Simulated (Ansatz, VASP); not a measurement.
# MgS in VASP and in Ansatz

Contents of INCAR:

```
SYSTEM = MgS
ALGO     = Normal         ! electronic algorithm
EDIFF    = 1E-8           ! SCF threshold, eV
ENCUT    = 520            ! plane-wave cutoff, eV
GGA      = PS             ! functional
ISIF     = 2              ! what is computed and relaxed
ISMEAR   = -1             ! smearing method
LASPH    = .TRUE.         ! aspherical terms in the spheres
LCHARG   = .FALSE.        ! write CHGCAR
LEFG     = .TRUE.       
LREAL    = .FALSE.        ! projectors in reciprocal space
LWAVE    = .FALSE.        ! write WAVECAR
NBANDS   = 11             ! bands
NELM     = 60             ! most SCF steps
PREC     = Accurate       ! precision mode
SIGMA    = 0.03           ! smearing width, eV
```

KPOINTS

```
k-points
0
G
  10 10 10
  0 0 0
```

File POSCAR:

```
MgS
1.0
    0.0000000000      2.5929487644      2.5929487644
    2.5929487644      0.0000000000      2.5929487644
    2.5929487644      2.5929487644      0.0000000000
Mg S
1 1
Direct
    0.0000000000      0.0000000000      0.0000000000
    0.5000000000      0.5000000000      0.5000000000
```

Input for Ansatz:

```yaml
crystal:
  lattice:
    - [0.0, 2.5929487644, 2.5929487644]
    - [2.5929487644, 0.0, 2.5929487644]
    - [2.5929487644, 2.5929487644, 0.0]
  atoms:
    - { symbol: Mg, position: [0.0, 0.0, 0.0] }
    - { symbol: S, position: [0.5, 0.5, 0.5] }
kpoints:
  mp_grid: { grid: [10, 10, 10] }
scf:
  occupations: { method: fermi_dirac, width: 0.03 }
hamiltonian:
  xc: pbesol
  pseudopotentials: { kind: all_electron, datasets: crystal }
output:
  forces: true
  stress: true
  eigenvalues: true
  efg: { contact_densities: true }
```

Change from the starting cell: volume scaled by 0.99, crystal datasets.

Alike in both runs: task electric field gradients; functional PBEsol; k mesh 10 × 10 × 10; occupations fermi-dirac, width 0.03 eV; no spin polarisation.

|  | VASP | Ansatz |
| --- | --- | --- |
| version | VASP 6.6.1 | Ansatz 0.2.0 |
| potentials or method | VASP PAW PBE potentials, release 64 (Mg, S), cutoff 520 eV | all-electron PAW with datasets made for the crystal, scalar-relativistic |

```tsv
	VASP	Ansatz	Ansatz less VASP
gap on the k mesh at the Fermi level (eV)	2.73	2.72	-0.001
pressure (GPa)	-0.4	-0.2	+0.18
```

VASP's potentials were made for PBE, not for PBEsol. Ansatz ran all-electron here, and VASP with PAW potentials.
